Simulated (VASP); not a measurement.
Write the native input for VASP 6.6.1 that does the following.

- Task: single point
- Functional: PBE
- Potentials or basis: VASP PAW PBE potentials, release 64 (Be, Zn, Te)
- Cutoff: 600 eV
- k mesh: 5 × 5 × 2
- Occupations: gaussian, width 0.2 eV
- Spin: no spin polarisation
- Dipole correction: no
- Further INCAR settings: ALGO = Normal; EDIFF = 1e-06; NBANDS = 22

The structure of Be4ZnTe lies in POSCAR:

```
Be4ZnTe
1.0
    3.0201502879      0.0000000000      0.0000000000
    0.0000000000      3.0201502879      0.0000000000
    0.0000000000      0.0000000000      9.1955582323
Be Zn Te
4 1 1
Direct
    0.5000000000      0.5000000000      0.1905936279
    0.0000000000      0.0000000000      0.8305017273
    0.5000000000      0.5000000000      0.9458635937
    0.0000000000      0.0000000000      0.0591845691
    0.0000000000      0.0000000000      0.3210893484
    0.5000000000      0.5000000000      0.6527661036
```

The cell was built from a structure type or drawn by symmetry, and may not be a known phase.

The input as run:

INCAR

```
SYSTEM = Be4ZnTe
  PREC = Accurate
  ENCUT = 600
  EDIFF = 1E-6
  ISMEAR = 0
  SIGMA = 0.2
  LREAL = .False.
  LASPH = .True.
  NELM = 120
  ALGO = Normal
  ISIF = 2
  LWAVE = .False.
  LCHARG = .True.
  GGA = PE
  LELF = .True.
  LVHAR = .True.
  NBANDS = 22
  GGA_COMPAT = .False.
```

KPOINTS

```
Automatic mesh
0
Gamma
  5 5 2
  0 0 0
```

Potentials or basis: VASP PAW PBE potentials, release 64 (Be, Zn, Te).

Command:

```sh
$ cat potpaw_PBE.64/Be/POTCAR potpaw_PBE.64/Zn/POTCAR potpaw_PBE.64/Te/POTCAR > POTCAR
$ mpirun -np 1 vasp_std > vasp.out
```

Results of the run:

| Quantity | Value |
| --- | --- |
| Pressure | 0.2 GPa |
| Largest force | 0.035 eV/Å |
| Band gap on the k mesh | zero (bands 13 and 14 overlap by 3.43 eV) |

Caveat: the k points lie up to 0.42 Å⁻¹ apart, too coarse for converged energies and pressures of a metal; spin-orbit coupling is left out, which moves the levels of the heavy elements.

It took 15 s on 1 thread of AMD EPYC 9R45 96-Core Processor (Zen 5), on a shared host, peak memory 0.18 GiB.
